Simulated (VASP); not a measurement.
Li, 4 atoms in the cell. The structure is cubic, space group Fm-3m (No. 225). Conventional cell: a = 4.227 Å, b = 4.227 Å, c = 4.227 Å, α = 90.00°, β = 90.00°, γ = 90.00°. Li (site symmetry m-3m) has 12 Li at 2.99 Å within 3.9 Å. 

| Quantity | Value |
| --- | --- |
| Program | VASP 6.6.1 |
| Task | relaxation of cell and atoms |
| Functional | LDA |
| Potentials or basis | VASP PAW LDA potentials, release 64 (Li_sv) |
| Cutoff | 600 eV |
| k mesh | 10 × 10 × 10 |
| Occupations | methfessel-paxton, width 0.05 eV |
| Spin | no spin polarisation |
| Dipole correction | no |
| Further INCAR settings | ALGO = Normal; EDIFF = 1e-07; IBRION = 2; EDIFFG = -0.01; NSW = 80; ISIF = 3 |

Potentials or basis: VASP PAW LDA potentials, release 64 (Li_sv).

Run with:

```sh
$ cat potpaw_LDA.64/Li_sv/POTCAR > POTCAR
$ mpirun -np 1 vasp_std > vasp.out
```

Hardware: 1 thread of Intel Xeon 6975P-C, with other jobs on the host.

Q: How long does it take, and how much memory?

A: Run time: 56 s on 1 thread of Intel Xeon 6975P-C (shared host), peak memory 0.18 GiB. Counts: scf iterations 17, k points 56, ion steps 2.
